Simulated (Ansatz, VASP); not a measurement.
Si: VASP beside Ansatz

```
Si
1.0
     0.00000    5.43000    5.43000
     5.43000    0.00000    5.43000
     5.43000    5.43000    0.00000
Si
17
Cartesian
  0.0205 0.0205 0.0204
  1.3539 1.3508 1.3610
  2.6873 2.6873 0.0277
  4.0707 4.0711 1.3908
  2.6945 0.0206 2.6944
  4.0729 1.3905 4.0721
  5.4345 2.7104 2.7105
  6.7542 4.0711 4.0743
  0.0227 2.6923 2.6923
  1.3905 4.0726 4.0714
  2.7099 5.4349 2.7100
  4.0714 6.7540 4.0736
  2.7116 2.7116 5.4334
  4.0736 4.0726 6.7545
  5.4350 5.4349 5.4351
  6.7882 6.7887 6.7869
  9.4987 9.4956 9.5062
```

Alike in both runs: functional PBEsol; k mesh 2 × 2 × 2; occupations gaussian, width 0.02 eV; no spin polarisation.

Ansatz relaxed the structure, and its values are those at the end. VASP's run is a single point on that final structure, the one shown.

```csv
,VASP,Ansatz
version,VASP 6.6.1,Ansatz 0.2.0
potentials or method,"VASP PAW PBE potentials, release 64 (Si), cutoff 520 eV","scalar-relativistic, plane waves, PAW"
valence electrons in the cell,68,68
```

```tsv
	VASP	Ansatz	Ansatz less VASP
rms of the force components (eV/Å)	0.008	0.008	-0.0002
```

VASP's potentials were made for PBE, not for PBEsol, and Ansatz warns of the same on its side.

The k mesh is coarse, so the values compare programs but aren't converged.
